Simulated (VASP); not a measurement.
Wanted: the native input for a VASP 6.6.1 run.

```
Task                   : single point
Functional             : PBE
Potentials or basis    : VASP PAW PBE potentials, release 64 (Ru_pv)
Cutoff                 : 520 eV
k mesh                 : 18 × 18 × 10
Occupations            : gaussian, width 0.1 eV
Spin                   : no spin polarisation
Dipole correction      : no
Further INCAR settings : ALGO = Fast; EDIFF = 1e-07; NBANDS = 21
```

The structure of Ru lies in POSCAR:

```
Ru
1.0
    2.7761024060      0.0000000000      0.0000000000
   -1.3880512030      2.4041752071      0.0000000000
    0.0000000000      0.0000000000      4.3724291105
Ru
2
Direct
    0.3333333333      0.6666666667      0.2500000000
    0.6666666667      0.3333333333      0.7500000000
```

The input as run:

INCAR

```
SYSTEM = Ru
  PREC = Accurate
  ENCUT = 520
  EDIFF = 1E-7
  ISMEAR = 0
  SIGMA = 0.1
  LREAL = .False.
  LASPH = .True.
  NELM = 60
  ALGO = Fast
  ISIF = 2
  LWAVE = .False.
  LCHARG = .False.
  GGA = PE
  NBANDS = 21
```

KPOINTS

```
regular mesh
0
Gamma
  18 18 10
  0 0 0
```

Potentials or basis: VASP PAW PBE potentials, release 64 (Ru_pv).

Run with:

```sh
$ cat potpaw_PBE.64/Ru_pv/POTCAR > POTCAR
$ mpirun -np 1 vasp_std > vasp.out
```

It gave:

The pressure is -15.9 GPa and the band gap on the k mesh is zero (bands 14 and 15 overlap by 2.82 eV).

Caveat: the cell stands under tension.

It took 4.5 min on 1 thread of Intel Xeon 8259CL, with other jobs on the host, peak memory 0.23 GiB.
